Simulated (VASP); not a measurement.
Here is a VASP 6.6.1 calculation.

The input INCAR:

```
PREC = Accurate
ENCUT = 600
EDIFF = 1E-7
ISMEAR = 0
SIGMA = 0.02
LREAL = F
LASPH = T
NELM = 60
ALGO = Normal
ISIF = 3
LWAVE = F
LCHARG = F
GGA = CA
IBRION = 2
NSW = 100
EDIFFG = -0.005
```

The input KPOINTS:

```
regular mesh
0
Gamma
  9 9 9
```

The input POSCAR:

```
MgO2
1.0
    1.5585494187      0.8998289264      3.4249661764
   -1.5585494187      0.8998289264      3.4249661764
    0.0000000000     -1.7996578528      3.4249661764
Mg O
1 2
Direct
    0.0000000000      0.0000000000      0.0000000000
    0.4294126981      0.4294126981      0.4294126981
    0.5705873019      0.5705873019      0.5705873019
```

Potentials or basis: VASP PAW LDA potentials, release 64 (Mg, O).

Command:

```console
$ cat potpaw_LDA.64/Mg/POTCAR potpaw_LDA.64/O/POTCAR > POTCAR
$ mpirun -np 1 vasp_std > vasp.out
```

(1) What does it give for the relaxed volume?

(2) Predict the space group after relaxing (to 0.05 Å).

(3) Estimate the relaxed cell.

Results:

(1) 9.52 Å³/atom.

(2) R-3m (No. 166).

(3) a = 3.865 Å, b = 3.865 Å, c = 3.865 Å, α = 47.34°, β = 47.34°, γ = 47.34°.
